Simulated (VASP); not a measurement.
# MgS in VASP: a series of runs, part 2 of 2

VASP 6.6.1. Earlier steps stand in the parts before.

## (5) Single point, PBEsol (in-plane strain -0.01, then relaxed in part)

Input file INCAR:

```
SYSTEM = MgS
ALGO     = Normal         ! electronic algorithm
EDIFF    = 1E-6           ! SCF threshold, eV
ENCUT    = 520            ! plane-wave cutoff, eV
GGA      = PS             ! functional
ISIF     = 2              ! what is computed and relaxed
ISMEAR   = 0              ! smearing method
LASPH    = .True.         ! aspherical terms in the spheres
LCHARG   = .False.        ! write CHGCAR
LREAL    = .False.        ! projectors in reciprocal space
LWAVE    = .False.        ! write WAVECAR
NBANDS   = 11             ! bands
NELM     = 100            ! most SCF steps
PREC     = Accurate       ! precision mode
SIGMA    = 0.01           ! smearing width, eV
```

Input file KPOINTS:

```
k-points
0
Gamma
  8 8 8
  0 0 0
```

Input file POSCAR:

```
MgS
1.0
    2.5650514106      2.5650514106      0.0000000000
   -2.5650514106      2.5650514106      0.0000000000
    0.0000000000      2.5650514106      2.6058036185
Mg S
1 1
Direct
    0.0000000000      0.0000000000      0.0000000000
    0.5000000000      0.5000000000      0.0000000000
```

Potentials or basis: VASP PAW PBE potentials, release 64 (Mg, S).

Started as:

```
$ cat potpaw_PBE.64/Mg/POTCAR potpaw_PBE.64/S/POTCAR > POTCAR
$ mpirun -np 1 vasp_std > vasp.out
```

OUTCAR:

```text
SYSTEM = MgS
   EDIFF = 1E-6
   ENCUT = 520
   GGA = PS
   ISIF = 2
   ISMEAR = 0
   LASPH = .True.
   LREAL = .False.
   NELM = 100
   PREC = Accurate

 ion  position               nearest neighbor table
   1  0.000  0.000  0.000-   2 2.57   2 2.57   2 2.57   2 2.57   2 2.61   2 2.61
   2  0.500  0.500  0.000-   1 2.57   1 2.57   1 2.57   1 2.57   1 2.61   1 2.61

  LATTYP: Found a body centered tetragonal cell.
 ALAT       =     3.6275304931
 C/A-ratio  =     1.4366818548

  Lattice vectors:

 A1 = (   2.5650514106,   0.0000000000,  -2.6058036185)
 A2 = (  -2.5650514106,   0.0000000000,  -2.6058036185)
 A3 = (   0.0000000000,   2.5650514106,   2.6058036185)

Analysis of symmetry for initial positions (statically):
=====================================================================
 Subroutine PRICEL returns:
 Original cell was already a primitive cell.

 Routine SETGRP: Setting up the symmetry group for a
 body centered tetragonal supercell.

 Subroutine GETGRP returns: Found 16 space group operations
 (whereof 16 operations were pure point group operations)
 out of a pool of 16 trial point group operations.

The static configuration has the point symmetry D_4h.

Analysis of symmetry for dynamics (positions and initial velocities):
[... 165 lines left out ...]

 k-point     1 :       0.0000    0.0000    0.0000
  band No.  band energies     occupation
      1      -8.9226      2.00000
      2       3.8948      2.00000
      3       3.8948      2.00000
      4       3.9613      2.00000
      5       7.7225      0.00000
      6      11.6443      0.00000
      7      11.8106      0.00000
      8      11.8106      0.00000
      9      14.1442      0.00000
     10      14.3696      0.00000
     11      16.2786      0.00000
[... 309 lines left out ...]
 k-point    24 :       0.3750    0.0000    0.1250
  band No.  band energies     occupation
      1      -8.0309      2.00000
      2       0.4292      2.00000
      3       2.6500      2.00000
      4       3.5726      2.00000
      5       9.5466      0.00000
      6      11.0424      0.00000
      7      11.6111      0.00000
      8      12.0763      0.00000
      9      13.8174      0.00000
     10      16.7310      0.00000
     11      16.8938      0.00000

 [... further k-points ...]
[... 5 lines left out ...]
  --------------------------------------------------------------------------------------
  -------------------------------------------------------------------------------------
  Total        0.3479324      0.3479324     -0.0492905      0.0000000      0.0000000     -0.0000000
  in kB       16.2570450     16.2570450     -2.3030831      0.0000000      0.0000000     -0.0000000
  external PRESSURE =      10.0703356 kB  Pullay stress =       0.0000000 kB

 VOLUME and BASIS-vectors are now :
 -----------------------------------------------------------------------------
  energy-cutoff  :      520.00
  volume of cell :       34.29
      direct lattice vectors                 reciprocal lattice vectors
     2.565051411  2.565051411  0.000000000     0.194927867  0.194927867 -0.191879387
    -2.565051411  2.565051411  0.000000000    -0.194927867  0.194927867 -0.191879387
     0.000000000  2.565051411  2.605803618     0.000000000  0.000000000  0.383758773

 POSITION                                       TOTAL-FORCE (eV/Angst)
 -----------------------------------------------------------------------------------
      0.00000      0.00000      0.00000        -0.000000      0.000000      0.000000
      0.00000      2.56505      0.00000         0.000000     -0.000000      0.000000
 -----------------------------------------------------------------------------------
    total drift:                               -0.000000      0.000000     -0.000000

  FREE ENERGIE OF THE ION-ELECTRON SYSTEM (eV)
  ---------------------------------------------------
  free  energy   TOTEN  =        -9.0716377645 eV

  energy  without entropy=       -9.0716377645  energy(sigma->0) =       -9.07163776
```

OSZICAR:

```text
N       E                     dE             d eps       ncg     rms          rms(c)
DAV:   1     0.209909482530E+02    0.20991E+02   -0.36666E+03  1362   0.602E+02
DAV:   2    -0.804585577203E+01   -0.29037E+02   -0.27571E+02  1654   0.101E+02
DAV:   3    -0.942619958799E+01   -0.13803E+01   -0.13781E+01  1627   0.233E+01
DAV:   4    -0.943420492458E+01   -0.80053E-02   -0.80045E-02  1554   0.203E+00
DAV:   5    -0.943427234281E+01   -0.67418E-04   -0.67417E-04  1605   0.187E-01    0.423E+00
DAV:   6    -0.911502217045E+01    0.31925E+00   -0.66208E-01  1490   0.320E+00    0.320E+00
DAV:   7    -0.907432341394E+01    0.40699E-01   -0.18489E-01  1558   0.183E+00    0.196E+00
DAV:   8    -0.907186397086E+01    0.24594E-02   -0.10031E-02  1451   0.572E-01    0.748E-01
DAV:   9    -0.907164750428E+01    0.21647E-03   -0.51065E-04  1526   0.125E-01    0.312E-01
DAV:  10    -0.907163927105E+01    0.82332E-05   -0.16940E-04  1514   0.577E-02    0.283E-02
DAV:  11    -0.907163799125E+01    0.12798E-05   -0.39391E-06  1537   0.104E-02    0.167E-02
DAV:  12    -0.907163776455E+01    0.22670E-06   -0.40451E-07   889   0.358E-03
   1 F= -.90716378E+01 E0= -.90716378E+01  d E =-.360888E-71
```

It took 13 s on 1 thread of Intel Xeon 6975P-C (Granite Rapids), shared host; peak memory 0.16 GiB.

What came out:

| Item | Value |
| --- | --- |
| Free energy | -9.0716 eV |
| Pressure | 1.0 GPa |
| Band gap on the k mesh | 2.69 eV, indirect (least direct gap 3.76 eV) |

Caveat: the cell differs from its parent crystal (in-plane strain -0.01, then relaxed in part); the PAW data sets were made with another functional, which shifts forces and pressure a little.

## (6) The runs side by side

```tsv
cell	gap on the mesh (eV)	pressure (GPa)
a = 3.664 Å, angles 60.0, 60.0, 90.0°, 2 atoms	2.73	-0.2
a = 3.591, b = 3.591, c = 3.648 Å, angles 60.5, 60.5, 90.0°, 2 atoms	2.66	2.4
a = 3.591, b = 3.591, c = 3.650 Å, angles 60.5, 60.5, 90.0°, 2 atoms	2.65	2.4
a = 3.628, b = 3.628, c = 3.656 Å, angles 60.3, 60.3, 90.0°, 2 atoms	2.69	1.0
```

Alike in all rows: task single point; level PBEsol; potentials or basis VASP PAW PBE potentials, release 64 (Mg, S); no spin polarisation; k mesh 8 × 8 × 8; cutoff (eV) 520; smearing gaussian 0.01 eV.

Caveats: the PAW data sets were made with another functional, which shifts forces and pressure a little.

Absolute energies hang on the potentials; compare differences alone.
